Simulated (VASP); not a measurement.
Set up this calculation in VASP 6.6.1, as the native input.

```
Task                   : single point
Functional             : PBE
Potentials or basis    : VASP PAW PBE potentials, release 64 (Pb_d)
Cutoff                 : 500 eV
k mesh                 : 4 × 4 × 4
Occupations            : gaussian, width 0.1 eV
Spin                   : no spin polarisation
Dipole correction      : no
Further INCAR settings : ALGO = Normal; EDIFF = 1e-06; NBANDS = 13
```

The structure of Pb lies in POSCAR:

```
Pb
1.0
    0.0000000000      2.4750200000      2.4750200000
    2.4750200000      0.0000000000      2.4750200000
    2.4750200000      2.4750200000      0.0000000000
Pb
1
Direct
    0.0000000000      0.0000000000      0.0000000000
```

The input as run:

INCAR

```
PREC = Accurate ; ENCUT = 500
EDIFF = 1E-6 ; ISMEAR = 0
SIGMA = 0.1 ; LREAL = False
LASPH = True ; NELM = 120
ALGO = Normal ; ISIF = 2
LWAVE = False ; LCHARG = False
GGA = PE ; NBANDS = 13
GGA_COMPAT = False
```

KPOINTS

```
regular mesh
0
Gamma
  4 4 4
```

Potentials or basis: VASP PAW PBE potentials, release 64 (Pb_d).

Run with:

```sh
$ cat potpaw_PBE.64/Pb_d/POTCAR > POTCAR
$ mpirun -np 1 vasp_std > vasp.out
```

Results of the run:

| Quantity | Value |
| --- | --- |
| Pressure | 1.8 GPa |
| Band gap on the k mesh | zero (band 7 reaches 14.68 eV, above the bottom of band 8 at 5.90 eV) |

Caveat: the k points lie up to 0.55 Å⁻¹ apart; spin-orbit coupling is left out, which moves the levels of the heavy elements.

It took 9.5 s on 1 thread of AMD EPYC 7R13 (shared host), peak memory 0.12 GiB.
